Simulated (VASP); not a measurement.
# MnO (zincblende type) (F-43m) in VASP: notebook

Runs on MnO (zincblende type). Level: PBE. Tasks: single point.

Program: VASP 6.6.1. These are calculated values, not measurements. Logs are shortened: lines on timing, memory, paths and dates and some standing lists are left out, and cuts for length are marked.

## 1. The cell of the first run

It takes space group F-43m (No. 216, cubic). Conventional cell: a = 4.719 Å, b = 4.719 Å, c = 4.719 Å, α = 90.00°, β = 90.00°, γ = 90.00°. Mn (site symmetry -43m) has 4 O at 2.04 Å within 2.7 Å. O (site symmetry -43m) has 4 Mn at 2.04 Å within 2.7 Å.

## 2. Single point, PBE, collinear spin, ferromagnetic start (13.14 Å³/atom)

Input file INCAR:

```
SYSTEM = MnO
PREC = Accurate ; ENCUT = 520
EDIFF = 1E-6 ; ISMEAR = -1
SIGMA = 0.05 ; LREAL = .False.
LASPH = .True. ; NELM = 150
ALGO = Normal ; ISIF = 2
LWAVE = .False. ; LCHARG = .True.
ISPIN = 2 ; MAGMOM = 4 0
LORBIT = 11 ; LMAXMIX = 4
GGA = PE ; LELF = .True.
LVHAR = .True. ; NBANDS = 20
```

Input file KPOINTS:

```
regular mesh
0
Gamma
  14 14 14
  0 0 0
```

Input file POSCAR:

```
MnO
1.0
    0.0000000000      2.3594656012      2.3594656012
    2.3594656012      0.0000000000      2.3594656012
    2.3594656012      2.3594656012      0.0000000000
Mn O
1 1
Direct
    0.0000000000      0.0000000000      0.0000000000
    0.2500000000      0.2500000000      0.2500000000
```

Potentials or basis: VASP PAW PBE potentials, release 64 (Mn_pv, O).

Launch:

```console
> cat potpaw_PBE.64/Mn_pv/POTCAR potpaw_PBE.64/O/POTCAR > POTCAR
> mpirun -np 1 vasp_std > vasp.out
```

OUTCAR:

```text
SYSTEM = MnO
   PREC = Accurate
   ENCUT = 520
   EDIFF = 1E-6
   ISMEAR = -1
   LREAL = .False.
   LASPH = .True.
   NELM = 150
   ISIF = 2
   ISPIN = 2
   LORBIT = 11
   GGA = PE

 ion  position               nearest neighbor table
   1  0.000  0.000  0.000-   2 2.04   2 2.04   2 2.04   2 2.04
   2  0.250  0.250  0.250-   1 2.04   1 2.04   1 2.04   1 2.04

  LATTYP: Found a face centered cubic cell.
 ALAT       =     4.7189312024

  Lattice vectors:

 A1 = (   0.0000000000,   2.3594656012,   2.3594656012)
 A2 = (   2.3594656012,   0.0000000000,   2.3594656012)
 A3 = (   2.3594656012,   2.3594656012,   0.0000000000)

Analysis of symmetry for initial positions (statically):
=====================================================================
 Subroutine PRICEL returns:
 Original cell was already a primitive cell.

 Routine SETGRP: Setting up the symmetry group for a
 face centered cubic supercell.

 Subroutine GETGRP returns: Found 24 space group operations
 (whereof 24 operations were pure point group operations)
 out of a pool of 48 trial point group operations.

The static configuration has the point symmetry T_d .

Analysis of symmetry for dynamics (positions and initial velocities):
=====================================================================
 Subroutine PRICEL returns:
 Original cell was already a primitive cell.

 Routine SETGRP: Setting up the symmetry group for a
 face centered cubic supercell.

 Subroutine GETGRP returns: Found 24 space group operations
 (whereof 24 operations were pure point group operations)
 out of a pool of 48 trial point group operations.

The dynamic configuration has the point symmetry T_d .

Analysis of structural, dynamic, and magnetic symmetry:
=====================================================================
 Subroutine PRICEL returns:
 Original cell was already a primitive cell.

 Routine SETGRP: Setting up the symmetry group for a
 face centered cubic supercell.

 Subroutine GETGRP returns: Found 24 space group operations
 (whereof 24 operations were pure point group operations)
 out of a pool of 48 trial point group operations.

The overall configuration has the point symmetry T_d .

 Subroutine INISYM returns: Found 24 space group operations
 (whereof 24 operations are pure point group operations),
 and found     1 'primitive' translations

----------------------------------------------------------------------------------------

                                     Primitive cell

  volume of cell :      26.2707

  direct lattice vectors                    reciprocal lattice vectors
     0.000000000  2.359465601  2.359465601    -0.211912392  0.211912392  0.211912392
     2.359465601  0.000000000  2.359465601     0.211912392 -0.211912392  0.211912392
     2.359465601  2.359465601  0.000000000     0.211912392  0.211912392 -0.211912392

  length of vectors
     3.336788253  3.336788253  3.336788253     0.367043030  0.367043030  0.367043030

  position of ions in fractional coordinates (direct lattice)
     0.000000000  0.000000000  0.000000000
     0.250000000  0.250000000  0.250000000

  ion indices of the primitive-cell ions
   primitive index   ion index
                 1           1
                 2           2

----------------------------------------------------------------------------------------

 KPOINTS: regular mesh

Automatic generation of k-mesh.
 Grid dimensions read from file:
 generate k-points for:   14   14   14

 Generating k-lattice:

  Cartesian coordinates                     Fractional coordinates (reciprocal lattice)
    -0.015136599  0.015136599  0.015136599     0.071428571  0.000000000  0.000000000
     0.015136599 -0.015136599  0.015136599     0.000000000  0.071428571  0.000000000
     0.015136599  0.015136599 -0.015136599     0.000000000  0.000000000  0.071428571

  Length of vectors
     0.026217359  0.026217359  0.026217359

  Shift w.r.t. Gamma in fractional coordinates (k-lattice)
     0.000000000  0.000000000  0.000000000

 Subroutine IBZKPT returns following result:
 ===========================================

 Found    104 irreducible k-points:

 Following reciprocal coordinates:
            Coordinates               Weight
  0.000000  0.000000  0.000000      1.000000
  0.071429  0.000000  0.000000      8.000000
  0.142857  0.000000  0.000000      8.000000
  0.214286  0.000000  0.000000      8.000000
  0.285714  0.000000  0.000000      8.000000
  0.357143  0.000000  0.000000      8.000000
[... 16 lines left out ...]
  0.214286  0.142857  0.000000     24.000000
  0.285714  0.142857  0.000000     24.000000
 [... further k-points ...]
   k-points           NKPTS =    104   k-points in BZ     NKDIM =    104   number of bands    NBANDS=     20
   number of dos      NEDOS =    301   number of ions     NIONS =      2
   total plane-waves  NPLWV =  21952
   dimension x,y,z NGX =    28 NGY =   28 NGZ =   28
   dimension x,y,z NGXF=    56 NGYF=   56 NGZF=   56
   ions per type =               1   1
   NGX,Y,Z   is equivalent  to a cutoff of  13.95, 13.95, 13.95 a.u.
   NGXF,Y,Z  is equivalent  to a cutoff of  27.90, 27.90, 27.90 a.u.
 SYSTEM =  MnO
   PREC   = accura    normal or accurate (medium, high low for compatibility)
   ISTART =      0    job   : 0-new  1-cont  2-samecut
   ICHARG =      2    charge: 1-file 2-atom 10-const
   ISPIN  =      2    spin polarized calculation?
   LNONCOLLINEAR =      F non collinear calculations
   LSORBIT =      F    spin-orbit coupling
   LASPH  =      T    aspherical Exc in radial PAW
   ENCUT  =  520.0 eV  38.22 Ry    6.18 a.u.   6.20  6.20  6.20*2*pi/ulx,y,z
   NELM   =    150;   NELMIN=  2; NELMDL= -5     # of ELM steps
   EDIFF  = 0.1E-05   stopping-criterion for ELM
   LREAL  =      F    real-space projection
   EDIFFG = 0.1E-04   stopping-criterion for IOM
   NSW    =      0    number of steps for IOM
   IBRION =     -1    ionic relax: 0-MD 1-quasi-New 2-CG
   NFREE  =      0    steps in history (QN), initial steepest desc. (CG)
   ISIF   =      2    stress and relaxation
   ISYM   =      2    0-nonsym 1-usesym 2-fastsym
   POTIM  = 0.5000    time-step for ionic-motion
   TEBEG  =    0.0;   TEEND  =   0.0 temperature during run
   PSTRESS=    0.0 pullay stress
   NELECT =      19.0000    total number of electrons
   NUPDOWN=      -1.0000    fix difference up-down
   EMIN   =  10.00;   EMAX   =-10.00  energy-range for DOS
   EFERMI =   0.00;   METHOD = LEGACY
   ISMEAR =    -1;   SIGMA  =   0.05  broadening in eV -4-tet -1-fermi 0-gaus
   EFERMI_NEDOS =   21; number of points for ismear=-14 and -15
   IALGO  =     38    algorithm
   IMIX   =      4    mixing-type and parameters
     AMIX     =   0.40;   BMIX     =  1.00
     AMIX_MAG =   1.60;   BMIX_MAG =  1.00
  volume/ion in A,a.u.               =      13.14        88.64
  Fermi-wavevector in a.u.,A,eV,Ry     =   1.469498  2.776949 29.380759  2.159425
  Thomas-Fermi vector in A             =   2.584868
   LORBIT       =     11    0 simple, 1 ext, 2 COOP (PROOUT), +10 PAW based schemes
   GGA     = PE    functional components
   LHFCALC =     F    Hartree Fock is set to
   AEXX    =    0.0000 exact exchange contribution
   IVDW    =     0    specifies the selected vdW correction
   LEPSILON=     F    determine dielectric tensor
   LRPA    =     F    only Hartree local field effects (RPA)
 spin polarized calculation
  energy-cutoff  :      520.00
  volume of cell :       26.27
 maximum number of plane-waves:       725
 NGX is ok and might be reduce to    28
   NGX = 13   NGY = 13   NGZ = 13

 number of electron      18.9999989 magnetization       4.9333881

 Free energy of the ion-electron system (eV)
  ---------------------------------------------------
  ext. energy  EPLUGINS =         0.00000000
  ---------------------------------------------------
  free energy    TOTEN  =       -16.38451587 eV

  energy without entropy =      -16.37788080  energy(sigma->0) =      -16.38119834

 E-fermi :   5.8629     XC(G=0): -10.6468

 val. band max:        5.8327120697   @ k =   0.0000   0.0000   0.0000
 cond. band min:       5.8706535572   @ k =  -0.2857   0.5000   0.2143
 fundamental gap:      0.0379414875
 Fermi energy:         5.8629056659

 spin component 1

 k-point     1 :       0.0000    0.0000    0.0000
  band No.  band energies     occupation
      1     -44.6297      1.00000
      2     -44.6297      1.00000
      3     -44.6297      1.00000
      4     -14.1145      1.00000
      5      -0.4199      1.00000
      6      -0.4199      1.00000
[... 12 lines left out ...]
     19      23.2614      0.00000
     20      23.2614      0.00000

 k-point     2 :       0.0714    0.0000    0.0000
  band No.  band energies     occupation
      1     -44.6314      1.00000
      2     -44.6300      1.00000
      3     -44.6299      1.00000
      4     -14.0903      1.00000
      5      -0.5085      1.00000
      6      -0.4005      1.00000
[... 12 lines left out ...]
     19      22.9961      0.00000
     20      24.6892      0.00000

 k-point     3 :       0.1429    0.0000    0.0000
  band No.  band energies     occupation
      1     -44.6362      1.00000
      2     -44.6307      1.00000
      3     -44.6307      1.00000
      4     -14.0225      1.00000
      5      -0.7164      1.00000
      6      -0.3473      1.00000
[... 12 lines left out ...]
     19      22.5940      0.00000
     20      26.4518      0.00000

 k-point     4 :       0.2143    0.0000    0.0000
  band No.  band energies     occupation
      1     -44.6432      1.00000
      2     -44.6317      1.00000
      3     -44.6317      1.00000
      4     -13.9241      1.00000
      5      -0.9376      1.00000
      6      -0.2745      1.00000
[... 429 lines left out ...]
 k-point    23 :       0.2143    0.1429    0.0000
  band No.  band energies     occupation
      1     -44.6407      1.00000
      2     -44.6333      1.00000
      3     -44.6331      1.00000
      4     -13.9192      1.00000
      5      -0.9808      1.00000
      6      -0.2414      1.00000
[... 12 lines left out ...]
     19      25.1216      0.00000
     20      26.9203      0.00000

 k-point    24 :       0.2857    0.1429    0.0000
  band No.  band energies     occupation
      1     -44.6471      1.00000
      2     -44.6346      1.00000
      3     -44.6343      1.00000
      4     -13.8244      1.00000
      5      -1.1057      1.00000
      6      -0.1909      1.00000
[... 12 lines left out ...]
     19      24.9999      0.00000
     20      27.8230      0.00000

 [... further k-points ...]

 spin component 2

 k-point     1 :       0.0000    0.0000    0.0000
  band No.  band energies     occupation
      1     -39.9459      1.00000
      2     -39.9459      1.00000
      3     -39.9459      1.00000
      4     -13.6618      1.00000
      5       0.8810      1.00000
      6       0.8810      1.00000
[... 12 lines left out ...]
     19      24.9389      0.00000
     20      24.9389      0.00000

 k-point     2 :       0.0714    0.0000    0.0000
  band No.  band energies     occupation
      1     -39.9482      1.00000
      2     -39.9462      1.00000
      3     -39.9462      1.00000
      4     -13.6383      1.00000
      5       0.7644      1.00000
      6       0.8927      1.00000
[... 12 lines left out ...]
     19      24.6311      0.00000
     20      25.9013      0.00000

 k-point     3 :       0.1429    0.0000    0.0000
  band No.  band energies     occupation
      1     -39.9546      1.00000
      2     -39.9471      1.00000
      3     -39.9471      1.00000
      4     -13.5722      1.00000
      5       0.4850      1.00000
      6       0.9244      1.00000
[... 12 lines left out ...]
     19      24.1606      0.00000
     20      27.6134      0.00000

 k-point     4 :       0.2143    0.0000    0.0000
  band No.  band energies     occupation
      1     -39.9640      1.00000
      2     -39.9485      1.00000
      3     -39.9485      1.00000
      4     -13.4762      1.00000
      5       0.1669      1.00000
      6       0.9677      1.00000
[... 429 lines left out ...]
 k-point    23 :       0.2143    0.1429    0.0000
  band No.  band energies     occupation
      1     -39.9608      1.00000
      2     -39.9506      1.00000
      3     -39.9503      1.00000
      4     -13.4713      1.00000
      5       0.1888      1.00000
      6       0.9558      1.00000
[... 12 lines left out ...]
     19      26.5710      0.00000
     20      28.2515      0.00000

 k-point    24 :       0.2857    0.1429    0.0000
  band No.  band energies     occupation
      1     -39.9693      1.00000
      2     -39.9522      1.00000
      3     -39.9519      1.00000
      4     -13.3787      1.00000
      5      -0.0215      1.00000
      6       0.9700      1.00000
[... 12 lines left out ...]
     19      26.3660      0.00000
     20      29.1347      0.00000

 [... further k-points ...]

------------------------ aborting loop because EDIFF is reached ----------------------------------------

  FORCE on cell =-STRESS in cart. coord.  units (eV):
  Direction    XX          YY          ZZ          XY          YZ          ZX
  --------------------------------------------------------------------------------------
  -------------------------------------------------------------------------------------
  Total        1.0095649      1.0095649      1.0095649      0.0000000      0.0000000     -0.0000000
  in kB       61.5706716     61.5706716     61.5706716      0.0000000      0.0000000     -0.0000000
  external PRESSURE =      61.5706716 kB  Pullay stress =       0.0000000 kB

 VOLUME and BASIS-vectors are now :
 -----------------------------------------------------------------------------
  energy-cutoff  :      520.00
  volume of cell :       26.27
      direct lattice vectors                 reciprocal lattice vectors
     0.000000000  2.359465601  2.359465601    -0.211912392  0.211912392  0.211912392
     2.359465601  0.000000000  2.359465601     0.211912392 -0.211912392  0.211912392
     2.359465601  2.359465601  0.000000000     0.211912392  0.211912392 -0.211912392

 POSITION                                       TOTAL-FORCE (eV/Angst)
 -----------------------------------------------------------------------------------
      0.00000      0.00000      0.00000         0.000000      0.000000      0.000000
      1.17973      1.17973      1.17973        -0.000000     -0.000000     -0.000000
 -----------------------------------------------------------------------------------
    total drift:                               -0.000000     -0.000000     -0.000000

  FREE ENERGIE OF THE ION-ELECTRON SYSTEM (eV)
  ---------------------------------------------------
  free  energy   TOTEN  =       -16.3845158750 eV

  energy  without entropy=      -16.3778807956  energy(sigma->0) =      -16.38119834

 total charge

# of ion       s       p       d       tot
------------------------------------------
    1        0.241   6.233   4.956  11.430
    2        1.556   3.461   0.000   5.017
--------------------------------------------------
tot          1.797   9.694   4.956  16.447

 magnetization (x)

# of ion       s       p       d       tot
------------------------------------------
    1        0.036   0.062   4.272   4.369
    2        0.020   0.177   0.000   0.196
--------------------------------------------------
tot          0.055   0.238   4.272   4.565
```

Run time: 7.5 min. Hardware: 1 thread of Intel Xeon 8259CL, shared host; peak memory 0.23 GiB.

Results:

```yaml
Free_energy: -16.3845 eV
Pressure: 6.2 GPa
Net_moment: 4.93 μB per cell
Site_moments: Mn +4.37; O +0.20 μB
Valence_electrons_inside_the_program's_atomic_spheres: Mn 11.43; O 5.02
```

Levels at points of the mesh, in eV from the Fermi level:
Spin up:
```csv
k point,band 10,band 11,band 12,band 13,band 14,band 15
"(0.00, 0.00, 0.00)",-1.44,0.13,0.13,0.13,12.33,12.33
"(0.50, 0.00, 0.00)",-2.52,-0.74,-0.74,4.02,5.30,11.79
"(0.50, 0.50, 0.00)",-2.07,-1.76,-1.76,3.86,8.08,9.62
```
Spin down:
```
           k point  band 3  band 4  band 5  band 6  band 7  band 8  band 9  band 10  band 11  band 12
(0.00, 0.00, 0.00)  -45.81  -19.52   -4.98   -4.98   -4.98   -0.03    1.47     1.47     3.46     3.46
(0.50, 0.00, 0.00)  -45.82  -19.04   -6.31   -4.78   -4.78    1.29    1.63     1.63     2.73     2.73
(0.50, 0.50, 0.00)  -45.83  -18.90   -6.35   -4.64   -4.64    0.02    1.57     1.99     2.26     2.26
```

Caveat: the cell stands under pressure; a cell with one magnetic atom can't hold antiferromagnetic order, which such compounds often take; semilocal functionals often make such compounds metallic where correlation or magnetic order opens a gap, which also shifts bond lengths.

## 3. Single point, PBE, collinear spin, ferromagnetic start (13.48 Å³/atom)

This run uses another cell than the first one, of 13.48 Å³/atom.

Input file INCAR:

```
SYSTEM = MnO
  ALGO = Normal
  EDIFF = 1E-7
  ENCUT = 520
  GGA = PE
  ISIF = 2
  ISMEAR = -1
  ISPIN = 2
  LASPH = .TRUE.
  LCHARG = .FALSE.
  LMAXMIX = 4
  LORBIT = 11
  LREAL = .FALSE.
  LWAVE = .FALSE.
  MAGMOM = 4 0
  NBANDS = 20
  NELM = 150
  PREC = Accurate
  SIGMA = 0.05
```

Input file KPOINTS:

```
k-points
0
G
  14 14 14
  0 0 0
```

Input file POSCAR:

```
MnO
1.0
    0.0000000000      2.3799837233      2.3799837233
    2.3799837233      0.0000000000      2.3799837233
    2.3799837233      2.3799837233      0.0000000000
Mn O
1 1
Direct
    0.0000000000      0.0000000000      0.0000000000
    0.2500000000      0.2500000000      0.2500000000
```

Potentials or basis: VASP PAW PBE potentials, release 64 (Mn_pv, O).

Launch:

```console
> cat potpaw_PBE.64/Mn_pv/POTCAR potpaw_PBE.64/O/POTCAR > POTCAR
> mpirun -np 1 vasp_std > vasp.out
```

Run time: 8.2 min. Hardware: 1 thread of Intel Xeon 8259CL, shared host; peak memory 0.23 GiB.

The run converged. Its results:

* Free energy: -16.4059 eV
* Pressure: 3.3 GPa
* Band gap on the k mesh: zero (filled and empty bands overlap)
* Net moment: 4.98 μB per cell
* Site moments: Mn +4.41; O +0.20 μB
* Valence electrons inside the program's atomic spheres: Mn 11.40; O 5.01

Levels at points of the mesh, in eV from the Fermi level:
Spin up:
| k point | band 8 | band 9 | band 10 | band 11 | band 12 | band 13 | band 14 | band 15 | band 16 | band 17 |
| --- | --- | --- | --- | --- | --- | --- | --- | --- | --- | --- |
| (0.00, 0.00, 0.00) | -2.83 | -2.83 | -1.48 | 0.04 | 0.04 | 0.04 | 12.12 | 12.12 | 12.12 | 17.13 |
| (0.50, 0.00, 0.00) | -2.65 | -2.65 | -2.56 | -0.81 | -0.81 | 3.90 | 5.18 | 11.59 | 11.59 | 14.59 |
| (0.50, 0.50, 0.00) | -3.36 | -2.50 | -2.10 | -1.81 | -1.81 | 3.75 | 7.88 | 9.44 | 11.76 | 11.76 |
Spin down:
```csv
k point,band 4,band 5,band 6,band 7,band 8,band 9,band 10,band 11
"(0.00, 0.00, 0.00)",-19.35,-4.83,-4.83,-4.83,-0.05,1.48,1.48,3.40
"(0.50, 0.00, 0.00)",-18.90,-6.15,-4.64,-4.64,1.31,1.63,1.63,2.70
"(0.50, 0.50, 0.00)",-18.76,-6.18,-4.52,-4.52,0.11,1.56,1.97,2.25
```

Caveat: the cell stands under pressure; a cell with one magnetic atom can't hold antiferromagnetic order, which such compounds often take; semilocal functionals often make such compounds metallic where correlation or magnetic order opens a gap, which also shifts bond lengths. With open d or f shells a metallic result of PBE can be an artefact of self-interaction; +U or a hybrid may open a gap.
